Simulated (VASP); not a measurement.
# Ba2C3 (Pm-3m) in VASP: single point with PBE

Aim: the single point of Ba2C3 with PBE.

All numbers are computed with VASP 6.6.1; they aren't measurements. Logs are shortened: lines on timing, memory, paths and dates and some standing lists are left out, and cuts for length are marked.

## (1) The cell of the first run

The structure is cubic, space group Pm-3m (No. 221). The conventional cell has a = 4.786 Å, b = 4.786 Å, c = 4.786 Å, α = 90.00°, β = 90.00°, γ = 90.00°. Ba (site symmetry m-3m) has 12 C at 3.38 Å and 8 Ba at 4.14 Å within 4.4 Å. Ba (site symmetry m-3m) has 6 C at 2.39 Å within 3.2 Å. Within 3.2 Å of C (site symmetry 4/mmm) lie 2 Ba at 2.39 Å.

The cell was generated, and may not be a known phase.

## (2) Single point, PBE

File INCAR:

```
SYSTEM = Ba2C3
PREC = Accurate
ENCUT = 520
EDIFF = 1E-7
ISMEAR = 0
SIGMA = 0.1
LREAL = .FALSE.
LASPH = .TRUE.
NELM = 100
ALGO = Normal
ISIF = 2
LWAVE = .FALSE.
LCHARG = .FALSE.
GGA = PE
NBANDS = 24
```

File KPOINTS:

```
Automatic mesh
0
G
  8 8 8
  0 0 0
```

File POSCAR:

```
Ba2C3
1.0
    4.7857087020      0.0000000000      0.0000000000
    0.0000000000      4.7857087020      0.0000000000
    0.0000000000      0.0000000000      4.7857087020
Ba C
2 3
Direct
    0.5000000000      0.5000000000      0.5000000000
    0.0000000000      0.0000000000      0.0000000000
    0.5000000000      0.0000000000      0.0000000000
    0.0000000000      0.5000000000      0.0000000000
    0.0000000000      0.0000000000      0.5000000000
```

Potentials or basis: VASP PAW PBE potentials, release 64 (Ba_sv, C).

Launch:

```bash
$ cat potpaw_PBE.64/Ba_sv/POTCAR potpaw_PBE.64/C/POTCAR > POTCAR
$ mpirun -np 1 vasp_std > vasp.out
```

OUTCAR:

```text
SYSTEM = Ba2C3
   PREC = Accurate
   ENCUT = 520
   EDIFF = 1E-7
   ISMEAR = 0
   LREAL = .FALSE.
   LASPH = .TRUE.
   NELM = 100
   ISIF = 2
   GGA = PE

 ion  position               nearest neighbor table
   1  0.500  0.500  0.500-   3 3.38   4 3.38   5 3.38   3 3.38   4 3.38   3 3.38   5 3.38   3 3.38
                             4 3.38   5 3.38   4 3.38   5 3.38   2 4.14   2 4.14   2 4.14   2 4.14
   2  0.000  0.000  0.000-   3 2.39   4 2.39   5 2.39   5 2.39   4 2.39   3 2.39   1 4.14   1 4.14
                             1 4.14   1 4.14   1 4.14   1 4.14   1 4.14   1 4.14
   3  0.500  0.000  0.000-   2 2.39   2 2.39   1 3.38   1 3.38   1 3.38   1 3.38
   4  0.000  0.500  0.000-   2 2.39   2 2.39   1 3.38   1 3.38   1 3.38   1 3.38
   5  0.000  0.000  0.500-   2 2.39   2 2.39   1 3.38   1 3.38   1 3.38   1 3.38

  LATTYP: Found a simple cubic cell.
 ALAT       =     4.7857087020

  Lattice vectors:

 A1 = (   4.7857087020,   0.0000000000,   0.0000000000)
 A2 = (   0.0000000000,   4.7857087020,   0.0000000000)
 A3 = (   0.0000000000,   0.0000000000,   4.7857087020)

Analysis of symmetry for initial positions (statically):
=====================================================================
 Subroutine PRICEL returns:
 Original cell was already a primitive cell.

 Routine SETGRP: Setting up the symmetry group for a
 simple cubic supercell.

 Subroutine GETGRP returns: Found 48 space group operations
 (whereof 48 operations were pure point group operations)
 out of a pool of 48 trial point group operations.

The static configuration has the point symmetry O_h .

Analysis of symmetry for dynamics (positions and initial velocities):
=====================================================================
 Subroutine PRICEL returns:
 Original cell was already a primitive cell.

 Routine SETGRP: Setting up the symmetry group for a
 simple cubic supercell.

 Subroutine GETGRP returns: Found 48 space group operations
 (whereof 48 operations were pure point group operations)
 out of a pool of 48 trial point group operations.

The dynamic configuration has the point symmetry O_h .

 Subroutine INISYM returns: Found 48 space group operations
 (whereof 48 operations are pure point group operations),
 and found     1 'primitive' translations

----------------------------------------------------------------------------------------

[... 99 lines left out ...]
   LREAL  =      F    real-space projection
   EDIFFG = 0.1E-05   stopping-criterion for IOM
   NSW    =      0    number of steps for IOM
   IBRION =     -1    ionic relax: 0-MD 1-quasi-New 2-CG
   NFREE  =      0    steps in history (QN), initial steepest desc. (CG)
   ISIF   =      2    stress and relaxation
   ISYM   =      2    0-nonsym 1-usesym 2-fastsym
   POTIM  = 0.5000    time-step for ionic-motion
   TEBEG  =    0.0;   TEEND  =   0.0 temperature during run
   PSTRESS=    0.0 pullay stress
   NELECT =      32.0000    total number of electrons
   NUPDOWN=      -1.0000    fix difference up-down
   EMIN   =  10.00;   EMAX   =-10.00  energy-range for DOS
   EFERMI =   0.00;   METHOD = LEGACY
   ISMEAR =     0;   SIGMA  =   0.10  broadening in eV -4-tet -1-fermi 0-gaus
   EFERMI_NEDOS =   21; number of points for ismear=-14 and -15
   IALGO  =     38    algorithm
   IMIX   =      4    mixing-type and parameters
     AMIX     =   0.40;   BMIX     =  1.00
     AMIX_MAG =   1.60;   BMIX_MAG =  1.00
  volume/ion in A,a.u.               =      21.92       147.93
  Fermi-wavevector in a.u.,A,eV,Ry     =   1.086039  2.052315 16.047795  1.179480
  Thomas-Fermi vector in A             =   2.222166
   LORBIT       =      0    0 simple, 1 ext, 2 COOP (PROOUT), +10 PAW based schemes
   GGA     = PE    functional components
   LHFCALC =     F    Hartree Fock is set to
   AEXX    =    0.0000 exact exchange contribution
   IVDW    =     0    specifies the selected vdW correction
   LEPSILON=     F    determine dielectric tensor
   LRPA    =     F    only Hartree local field effects (RPA)
 non-spin polarized calculation
 Gauss-broadening in eV      SIGMA  =   0.10
  energy-cutoff  :      520.00
  volume of cell :      109.61
 maximum number of plane-waves:      3016
 NGX is ok and might be reduce to    36
   NGX = 17   NGY = 17   NGZ = 17

 number of electron      31.9999997 magnetization

 Free energy of the ion-electron system (eV)
  ---------------------------------------------------
  ext. energy  EPLUGINS =         0.00000000
  ---------------------------------------------------
  free energy    TOTEN  =       -18.80451983 eV

  energy without entropy =      -18.76881482  energy(sigma->0) =      -18.78666732

 E-fermi :   1.9480     XC(G=0):  -9.3676

 val. band max:        1.9359409046   @ k =   0.2500   0.2500   0.1250
 cond. band min:       1.9529369713   @ k =   0.2500   0.1250   0.1250
 fundamental gap:      0.0169960667
 Fermi energy:         1.9479996120

 k-point     1 :       0.0000    0.0000    0.0000
  band No.  band energies     occupation
      1     -25.0687      2.00000
      2     -23.9633      2.00000
      3     -10.4034      2.00000
      4     -10.4034      2.00000
      5     -10.4034      2.00000
      6      -9.7898      2.00000
[... 637 lines left out ...]
     23       7.6838      0.00000
     24       8.0111      0.00000

 [... further k-points ...]

------------------------ aborting loop because EDIFF is reached ----------------------------------------

  FORCE on cell =-STRESS in cart. coord.  units (eV):
  Direction    XX          YY          ZZ          XY          YZ          ZX
  --------------------------------------------------------------------------------------
  -------------------------------------------------------------------------------------
  Total        1.6686004      1.6686004      1.6686004      0.0000000      0.0000000      0.0000000
  in kB       24.3906935     24.3906935     24.3906935      0.0000000      0.0000000      0.0000000
  external PRESSURE =      24.3906935 kB  Pullay stress =       0.0000000 kB

 VOLUME and BASIS-vectors are now :
 -----------------------------------------------------------------------------
  energy-cutoff  :      520.00
  volume of cell :      109.61
      direct lattice vectors                 reciprocal lattice vectors
     4.785708702  0.000000000  0.000000000     0.208955468  0.000000000  0.000000000
     0.000000000  4.785708702  0.000000000     0.000000000  0.208955468  0.000000000
     0.000000000  0.000000000  4.785708702     0.000000000  0.000000000  0.208955468

 POSITION                                       TOTAL-FORCE (eV/Angst)
 -----------------------------------------------------------------------------------
      2.39285      2.39285      2.39285         0.000000      0.000000      0.000000
      0.00000      0.00000      0.00000         0.000000      0.000000      0.000000
      2.39285      0.00000      0.00000         0.000000      0.000000      0.000000
      0.00000      2.39285      0.00000         0.000000      0.000000      0.000000
      0.00000      0.00000      2.39285         0.000000      0.000000      0.000000
 -----------------------------------------------------------------------------------
    total drift:                                0.000000      0.000000     -0.000000

  FREE ENERGIE OF THE ION-ELECTRON SYSTEM (eV)
  ---------------------------------------------------
  free  energy   TOTEN  =       -18.8045198262 eV

  energy  without entropy=      -18.7688148183  energy(sigma->0) =      -18.78666732
```

OSZICAR:

```text
N       E                     dE             d eps       ncg     rms          rms(c)
DAV:   1     0.173146715010E+03    0.17315E+03   -0.14366E+04  1680   0.119E+03
DAV:   2    -0.893902701495E+01   -0.18209E+03   -0.17257E+03  2480   0.220E+02
DAV:   3    -0.196833865917E+02   -0.10744E+02   -0.10328E+02  2160   0.528E+01
DAV:   4    -0.200240369030E+02   -0.34065E+00   -0.33984E+00  2592   0.878E+00
DAV:   5    -0.200280687182E+02   -0.40318E-02   -0.40305E-02  2184   0.934E-01    0.181E+01
DAV:   6    -0.189198300116E+02    0.11082E+01   -0.28183E+00  2144   0.686E+00    0.105E+01
DAV:   7    -0.188096907210E+02    0.11014E+00   -0.79041E-01  2408   0.403E+00    0.304E+00
DAV:   8    -0.188044211775E+02    0.52695E-02   -0.12391E-01  2200   0.193E+00    0.435E-01
DAV:   9    -0.188044689049E+02   -0.47727E-04   -0.11225E-02  2192   0.567E-01    0.142E-01
DAV:  10    -0.188044864061E+02   -0.17501E-04   -0.15139E-03  2536   0.231E-01    0.307E-02
DAV:  11    -0.188045113562E+02   -0.24950E-04   -0.10508E-04  2280   0.517E-02    0.199E-02
DAV:  12    -0.188045186098E+02   -0.72536E-05   -0.64061E-05  2376   0.571E-02    0.114E-02
DAV:  13    -0.188045200705E+02   -0.14607E-05   -0.77256E-06  2328   0.162E-02    0.344E-03
DAV:  14    -0.188045198650E+02    0.20550E-06   -0.55151E-07  2128   0.448E-03    0.330E-03
DAV:  15    -0.188045198262E+02    0.38870E-07   -0.12617E-07  1456   0.272E-03
   1 F= -.18804520E+02 E0= -.18786667E+02  d E =-.357050E-01
```

Wall time 65 s (1 thread of AMD EPYC 9R45 (Zen 5), shared host); peak memory 0.22 GiB.

Results:

```
Free energy            : -18.8045 eV
Pressure               : 2.4 GPa
Band gap on the k mesh : zero (bands 16 and 17 overlap by 0.78 eV)
```

Caveat: spin-orbit coupling is left out, which moves the levels of the heavy elements.
